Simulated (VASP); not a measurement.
# La (P6_3/mmc) in VASP: a series of runs

Runs on La. Level: LDA. Tasks: single point.

All numbers are computed with VASP 6.6.1; they aren't measurements. Logs are shortened: lines on timing, memory, paths and dates and some standing lists are left out, and cuts for length are marked.

### 1 The cell of the first run

The structure is hexagonal, space group P6_3/mmc (No. 194). Conventional cell: a = 3.750 Å, b = 3.750 Å, c = 5.949 Å, α = 90.00°, β = 90.00°, γ = 120.00°. La (site symmetry -6m2) has 12 La at 3.68 to 3.75 Å within 4.8 Å.

### 2 Single point, LDA (zz strain of -2 %)

INCAR reads:

```
  PREC = Accurate
  ENCUT = 520
  EDIFF = 1E-6
  ISMEAR = -1
  SIGMA = 0.05
  LREAL = False
  LASPH = True
  NELM = 100
  ALGO = Normal
  ISIF = 2
  LWAVE = False
  LCHARG = False
  NBANDS = 18
```

KPOINTS reads:

```
regular mesh
0
Gamma
  11 11 6
```

POSCAR reads:

```
La
1.0
    3.7500020507      0.0000000000      0.0000000000
   -1.8750010253      3.2475970401      0.0000000000
    0.0000000000      0.0000000000      5.9486000000
La
2
Direct
    0.3333333333      0.6666666667      0.2500000000
    0.6666666667      0.3333333333      0.7500000000
```

Potentials or basis: VASP PAW LDA potentials, release 64 (La).

The run is started by

```console
$ cat potpaw_LDA.64/La/POTCAR > POTCAR
$ mpirun -np 1 vasp_std > vasp.out
```

OUTCAR:

```text
PREC = Accurate
   ENCUT = 520
   EDIFF = 1E-6
   ISMEAR = -1
   LREAL = False
   LASPH = True
   NELM = 100
   ISIF = 2

 ion  position               nearest neighbor table
   1  0.333  0.667  0.250-   2 3.68   2 3.68   2 3.68   2 3.68   2 3.68   2 3.68
   2  0.667  0.333  0.750-   1 3.68   1 3.68   1 3.68   1 3.68   1 3.68   1 3.68

  LATTYP: Found a hexagonal cell.
 ALAT       =     3.7500020507
 C/A-ratio  =     1.5862924659

  Lattice vectors:

 A1 = (   3.7500020507,   0.0000000000,   0.0000000000)
 A2 = (  -1.8750010253,   3.2475970401,   0.0000000000)
 A3 = (   0.0000000000,   0.0000000000,   5.9486000000)

Analysis of symmetry for initial positions (statically):
=====================================================================
 Subroutine PRICEL returns:
 Original cell was already a primitive cell.

 Routine SETGRP: Setting up the symmetry group for a
 hexagonal supercell.

 Subroutine GETGRP returns: Found 24 space group operations
 (whereof 12 operations were pure point group operations)
 out of a pool of 24 trial point group operations.

The static configuration has the point symmetry D_3d.
 The point group associated with its full space group is D_6h.

Analysis of symmetry for dynamics (positions and initial velocities):
=====================================================================
 Subroutine PRICEL returns:
 Original cell was already a primitive cell.

 Routine SETGRP: Setting up the symmetry group for a
 hexagonal supercell.

 Subroutine GETGRP returns: Found 24 space group operations
 (whereof 12 operations were pure point group operations)
 out of a pool of 24 trial point group operations.

The dynamic configuration has the point symmetry D_3d.
 The point group associated with its full space group is D_6h.

 Subroutine INISYM returns: Found 24 space group operations
 (whereof 12 operations are pure point group operations),
 and found     1 'primitive' translations

----------------------------------------------------------------------------------------

                                     Primitive cell

  volume of cell :      72.4450

  direct lattice vectors                    reciprocal lattice vectors
     3.750002051  0.000000000  0.000000000     0.266666521  0.153959988  0.000000000
    -1.875001025  3.247597040  0.000000000     0.000000000  0.307919975  0.000000000
     0.000000000  0.000000000  5.948600000     0.000000000  0.000000000  0.168106781

[... 81 lines left out ...]
   ENCUT  =  520.0 eV  38.22 Ry    6.18 a.u.   6.97  6.97 11.06*2*pi/ulx,y,z
   NELM   =    100;   NELMIN=  2; NELMDL= -5     # of ELM steps
   EDIFF  = 0.1E-05   stopping-criterion for ELM
   LREAL  =      F    real-space projection
   EDIFFG = 0.1E-04   stopping-criterion for IOM
   NSW    =      0    number of steps for IOM
   IBRION =     -1    ionic relax: 0-MD 1-quasi-New 2-CG
   NFREE  =      0    steps in history (QN), initial steepest desc. (CG)
   ISIF   =      2    stress and relaxation
   ISYM   =      2    0-nonsym 1-usesym 2-fastsym
   POTIM  = 0.5000    time-step for ionic-motion
   TEBEG  =    0.0;   TEEND  =   0.0 temperature during run
   PSTRESS=    0.0 pullay stress
   NELECT =      22.0000    total number of electrons
   NUPDOWN=      -1.0000    fix difference up-down
   EMIN   =  10.00;   EMAX   =-10.00  energy-range for DOS
   EFERMI =   0.00;   METHOD = LEGACY
   ISMEAR =    -1;   SIGMA  =   0.05  broadening in eV -4-tet -1-fermi 0-gaus
   EFERMI_NEDOS =   21; number of points for ismear=-14 and -15
   IALGO  =     38    algorithm
   IMIX   =      4    mixing-type and parameters
     AMIX     =   0.40;   BMIX     =  1.00
     AMIX_MAG =   1.60;   BMIX_MAG =  1.00
  volume/ion in A,a.u.               =      36.22       244.44
  Fermi-wavevector in a.u.,A,eV,Ry     =   1.100389  2.079434 16.474696  1.210856
  Thomas-Fermi vector in A             =   2.236799
   LORBIT       =      0    0 simple, 1 ext, 2 COOP (PROOUT), +10 PAW based schemes
   GGA     = CA    functional components
   LHFCALC =     F    Hartree Fock is set to
   AEXX    =    0.0000 exact exchange contribution
   IVDW    =     0    specifies the selected vdW correction
   LEPSILON=     F    determine dielectric tensor
   LRPA    =     F    only Hartree local field effects (RPA)
 non-spin polarized calculation
  energy-cutoff  :      520.00
  volume of cell :       72.44
 maximum number of plane-waves:      1969
 NGX is ok and might be reduce to    28
   NGX = 13   NGY = 13   NGZ = 23

 number of electron      21.9999999 magnetization

 Free energy of the ion-electron system (eV)
  ---------------------------------------------------
  ext. energy  EPLUGINS =         0.00000000
  ---------------------------------------------------
  free energy    TOTEN  =       -11.03300913 eV

  energy without entropy =      -11.00044818  energy(sigma->0) =      -11.01672865

 E-fermi :   7.8884     XC(G=0):  -9.8653

 val. band max:        7.8760611883   @ k =   0.0909   0.0909   0.5000
 cond. band min:       7.8960382388   @ k =   0.1818   0.1818   0.3333
 fundamental gap:      0.0199770505
 Fermi energy:         7.8883887396

 k-point     1 :       0.0000    0.0000    0.0000
  band No.  band energies     occupation
      1     -24.8225      2.00000
      2     -24.5785      2.00000
      3      -9.2938      2.00000
      4      -8.0001      2.00000
      5      -8.0001      2.00000
      6      -7.7770      2.00000
[... 481 lines left out ...]
      5      -8.3864      2.00000
      6      -8.1412      2.00000
[... 10 lines left out ...]
     17       9.5536      0.00000
     18       9.5980      0.00000

 [... further k-points ...]

------------------------ aborting loop because EDIFF is reached ----------------------------------------

  FORCE on cell =-STRESS in cart. coord.  units (eV):
  Direction    XX          YY          ZZ          XY          YZ          ZX
  --------------------------------------------------------------------------------------
  -------------------------------------------------------------------------------------
  Total       -1.2473125     -1.2473125     -1.0662544     -0.0000000     -0.0000000     -0.0000000
  in kB      -27.5852843    -27.5852843    -23.5810440     -0.0000000     -0.0000000     -0.0000000
  external PRESSURE =     -26.2505375 kB  Pullay stress =       0.0000000 kB

 VOLUME and BASIS-vectors are now :
 -----------------------------------------------------------------------------
  energy-cutoff  :      520.00
  volume of cell :       72.44
      direct lattice vectors                 reciprocal lattice vectors
     3.750002051  0.000000000  0.000000000     0.266666521  0.153959988  0.000000000
    -1.875001025  3.247597040  0.000000000     0.000000000  0.307919975  0.000000000
     0.000000000  0.000000000  5.948600000     0.000000000  0.000000000  0.168106781

 POSITION                                       TOTAL-FORCE (eV/Angst)
 -----------------------------------------------------------------------------------
     -0.00000      2.16506      1.48715        -0.000000      0.000000      0.000000
      1.87500      1.08253      4.46145         0.000000     -0.000000      0.000000
 -----------------------------------------------------------------------------------
    total drift:                                0.000000     -0.000000      0.000000

  FREE ENERGIE OF THE ION-ELECTRON SYSTEM (eV)
  ---------------------------------------------------
  free  energy   TOTEN  =       -11.0330091313 eV

  energy  without entropy=      -11.0004481756  energy(sigma->0) =      -11.01672865
```

Wall time 1.8 min (1 thread of Intel Xeon 8259CL, shared host); peak memory 0.22 GiB.

Results:

| Quantity | Value |
| --- | --- |
| Free energy | -11.0330 eV |
| Pressure | -2.6 GPa |
| Band gap on the k mesh | zero (bands 11 and 12 overlap by 1.43 eV) |

Stress tensor (GPa, compression positive):
```
-2.76  0.00  0.00
 0.00 -2.76  0.00
 0.00  0.00 -2.36
```

Levels at points of the mesh, in eV from the Fermi level:
| k point | band 7 | band 8 | band 9 | band 10 | band 11 | band 12 | band 13 | band 14 | band 15 | band 16 |
| --- | --- | --- | --- | --- | --- | --- | --- | --- | --- | --- |
| (0.00, 0.00, 0.00) | -15.67 | -15.59 | -3.17 | -1.81 | 1.05 | 1.26 | 1.26 | 1.41 | 1.52 | 1.56 |
| (0.00, 0.00, 0.50) | -15.78 | -15.78 | -1.81 | -1.81 | 0.62 | 0.62 | 1.31 | 1.31 | 1.31 | 1.32 |

Caveat: the cell differs from its parent crystal (zz strain of -2 %); spin-orbit coupling is left out, which moves the levels of the heavy elements.

### 3 Single point, LDA (equal xx and yy strain of -1 %)

INCAR reads:

```
SYSTEM = La
PREC     = Accurate       ! precision mode
ENCUT    = 520            ! plane-wave cutoff, eV
EDIFF    = 1E-6           ! SCF threshold, eV
ISMEAR   = -1             ! smearing method
SIGMA    = 0.05           ! smearing width, eV
LREAL    = .FALSE.        ! projectors in reciprocal space
LASPH    = .TRUE.         ! aspherical terms in the spheres
NELM     = 100            ! most SCF steps
ALGO     = Normal         ! electronic algorithm
ISIF     = 2              ! what is computed and relaxed
LWAVE    = .FALSE.        ! write WAVECAR
LCHARG   = .TRUE.         ! write CHGCAR
GGA      = CA             ! functional
LELF     = .TRUE.         ! ELF
LVHAR    = .TRUE.       
NBANDS   = 18             ! bands
```

KPOINTS reads:

```
regular mesh
0
G
  11 11 6
  0 0 0
```

POSCAR reads:

```
La
1.0
    3.7125020302      0.0000000000      0.0000000000
   -1.8562510150      3.2151210697      0.0000000000
    0.0000000000      0.0000000000      6.0700000000
La
2
Direct
    0.3333333333      0.6666666667      0.2500000000
    0.6666666667      0.3333333333      0.7500000000
```

Potentials or basis: VASP PAW LDA potentials, release 64 (La).

The run is started by

```console
$ cat potpaw_LDA.64/La/POTCAR > POTCAR
$ mpirun -np 1 vasp_std > vasp.out
```

Run time: 2 min. Hardware: 1 thread of Intel Xeon 8259CL, shared host; peak memory 0.22 GiB.

The run converged. Its results:

* Free energy: -11.0333 eV
* Pressure: -2.7 GPa
* Band gap on the k mesh: zero (bands 11 and 12 overlap by 1.41 eV)

Stress tensor (GPa, compression positive):
```
-2.61  0.00  0.00
 0.00 -2.61  0.00
 0.00  0.00 -2.86
```

Levels at points of the mesh, in eV from the Fermi level:
| k point | band 7 | band 8 | band 9 | band 10 | band 11 | band 12 | band 13 | band 14 | band 15 | band 16 |
| --- | --- | --- | --- | --- | --- | --- | --- | --- | --- | --- |
| (0.00, 0.00, 0.00) | -15.64 | -15.64 | -3.17 | -1.78 | 0.99 | 1.33 | 1.33 | 1.40 | 1.47 | 1.60 |
| (0.00, 0.00, 0.50) | -15.74 | -15.74 | -1.86 | -1.86 | 0.58 | 0.58 | 1.40 | 1.40 | 1.41 | 1.41 |

Caveat: the cell differs from its parent crystal (equal xx and yy strain of -1 %); spin-orbit coupling is left out, which moves the levels of the heavy elements.

### 4 Single point, LDA (36.59 Å³/atom)

This run uses another cell than the first one, of 36.59 Å³/atom.

INCAR reads:

```
ALGO = Normal ; EDIFF = 1E-6
ENCUT = 520 ; ISIF = 2
ISMEAR = -1 ; LASPH = T
LCHARG = F ; LREAL = F
LWAVE = F ; NBANDS = 18
NELM = 100 ; PREC = Accurate
SIGMA = 0.05
```

KPOINTS reads:

```
k-points
0
Gamma
  11 11 6
```

POSCAR reads:

```
La
1.0
    3.7374601441      0.0000000000      0.0000000000
   -1.8687300720      3.2367354304      0.0000000000
    0.0000000000      0.0000000000      6.0496988450
La
2
Direct
    0.3333333333      0.6666666667      0.2500000000
    0.6666666667      0.3333333333      0.7500000000
```

The run is started by

```console
$ cat potpaw_LDA.64/La/POTCAR > POTCAR
$ mpirun -np 1 vasp_std > vasp.out
```

Run time: 1.8 min. Hardware: 1 thread of Intel Xeon 8259CL, shared host; peak memory 0.22 GiB.

The run converged. Its results:

* Free energy: -11.0212 eV
* Pressure: -2.9 GPa
* Band gap on the k mesh: zero (bands 11 and 12 overlap by 1.40 eV)

Stress tensor (GPa, compression positive):
```
-2.85  0.00  0.00
 0.00 -2.85  0.00
 0.00  0.00 -2.95
```

Levels at points of the mesh, in eV from the Fermi level:
```tsv
k point	band 8	band 9	band 10	band 11	band 12	band 13	band 14	band 15
(0.00, 0.00, 0.00)	-15.65	-3.18	-1.77	1.01	1.30	1.30	1.39	1.47
(0.00, 0.00, 0.50)	-15.78	-1.86	-1.86	0.59	0.59	1.37	1.37	1.38
```

Caveat: spin-orbit coupling is left out, which moves the levels of the heavy elements.

### 5 Single point, LDA (zz strain of -1 %)

INCAR reads:

```
SYSTEM = La
PREC = Accurate
ENCUT = 520
EDIFF = 1E-6
ISMEAR = -1
SIGMA = 0.05
LREAL = .False.
LASPH = .True.
NELM = 100
ALGO = Normal
ISIF = 2
LWAVE = .False.
LCHARG = .False.
NBANDS = 18
```

KPOINTS reads:

```
Automatic mesh
0
Gamma
  11 11 6
  0 0 0
```

POSCAR reads:

```
La
1.0
    3.7500020507      0.0000000000      0.0000000000
   -1.8750010253      3.2475970401      0.0000000000
    0.0000000000      0.0000000000      6.0093000000
La
2
Direct
    0.3333333333      0.6666666667      0.2500000000
    0.6666666667      0.3333333333      0.7500000000
```

The run is started by

```console
$ cat potpaw_LDA.64/La/POTCAR > POTCAR
$ mpirun -np 1 vasp_std > vasp.out
```

It took 2.1 min on 1 thread of Intel Xeon 8259CL, shared host; peak memory 0.22 GiB.

The run converged. Its results:

- Free energy: -11.0212 eV
- Pressure: -2.9 GPa
- Band gap on the k mesh: zero (bands 11 and 12 overlap by 1.39 eV)

Stress tensor (GPa, compression positive):
```
-2.90  0.00  0.00
 0.00 -2.90  0.00
 0.00  0.00 -2.79
```

Levels at points of the mesh, in eV from the Fermi level:
| k point | band 9 | band 10 | band 11 | band 12 | band 13 | band 14 |
| --- | --- | --- | --- | --- | --- | --- |
| (0.00, 0.00, 0.00) | -3.18 | -1.78 | 1.03 | 1.28 | 1.28 | 1.39 |
| (0.00, 0.00, 0.50) | -1.84 | -1.84 | 0.60 | 0.60 | 1.34 | 1.34 |

Caveat: the cell differs from its parent crystal (zz strain of -1 %); spin-orbit coupling is left out, which moves the levels of the heavy elements.

### 6 Single point, LDA (37.33 Å³/atom)

This run uses another cell than the first one, of 37.33 Å³/atom.

INCAR reads:

```
SYSTEM = La
  ALGO = Normal
  EDIFF = 1E-6
  ENCUT = 520
  GGA = CA
  ISIF = 2
  ISMEAR = -1
  LASPH = .True.
  LCHARG = .False.
  LREAL = .False.
  LWAVE = .False.
  NBANDS = 18
  NELM = 60
  PREC = Accurate
  SIGMA = 0.05
```

KPOINTS reads:

```
k-points
0
Gamma
  11 11 6
  0 0 0
```

POSCAR reads:

```
La
1.0
    3.7624606208      0.0000000000      0.0000000000
   -1.8812303104      3.2583864783      0.0000000000
    0.0000000000      0.0000000000      6.0901662611
La
2
Direct
    0.3333333333      0.6666666667      0.2500000000
    0.6666666667      0.3333333333      0.7500000000
```

Potentials or basis: VASP PAW LDA potentials, release 64 (La).

The run is started by

```console
$ cat potpaw_LDA.64/La/POTCAR > POTCAR
$ mpirun -np 1 vasp_std > vasp.out
```

Run time: 2.1 min. Hardware: 1 thread of Intel Xeon 8259CL, shared host; peak memory 0.22 GiB.

Results (log left out):

| Quantity | Value |
| --- | --- |
| Free energy | -10.9929 eV |
| Pressure | -3.3 GPa |
| Band gap on the k mesh | zero (bands 11 and 12 overlap by 1.36 eV) |

Stress tensor (GPa, compression positive):
```
-3.24  0.00  0.00
 0.00 -3.24  0.00
 0.00  0.00 -3.40
```

Levels at points of the mesh, in eV from the Fermi level:
```
           k point  band 8  band 9  band 10  band 11  band 12  band 13  band 14  band 15
(0.00, 0.00, 0.00)  -15.72   -3.20    -1.75     1.00     1.29     1.29     1.37     1.44
(0.00, 0.00, 0.50)  -15.84   -1.88    -1.88     0.57     0.57     1.36     1.36     1.37
```

Caveat: the cell stands under tension; spin-orbit coupling is left out, which moves the levels of the heavy elements.

### 7 Overview

| cell | gap on the mesh (eV) | pressure (GPa) |
| --- | --- | --- |
| a = 3.750, b = 3.750, c = 5.949 Å, angles 90.0, 90.0, 120.0°, 2 atoms | none | -2.6 |
| a = 3.713, b = 3.713, c = 6.070 Å, angles 90.0, 90.0, 120.0°, 2 atoms | none | -2.7 |
| a = 3.737, b = 3.737, c = 6.050 Å, angles 90.0, 90.0, 120.0°, 2 atoms | none | -2.9 |
| a = 3.750, b = 3.750, c = 6.009 Å, angles 90.0, 90.0, 120.0°, 2 atoms | none | -2.9 |
| a = 3.762, b = 3.762, c = 6.090 Å, angles 90.0, 90.0, 120.0°, 2 atoms | none | -3.3 |

Alike in all rows: task single point; level LDA; potentials or basis VASP PAW LDA potentials, release 64 (La); no spin polarisation; k mesh 11 × 11 × 6; cutoff (eV) 520; smearing fermi-dirac 0.05 eV.

Caveats: spin-orbit coupling is left out, which moves the levels of the heavy elements; the cell stands under tension (at least some runs).

Total energies depend on the potentials used, so only differences within one code and one set of settings carry meaning.
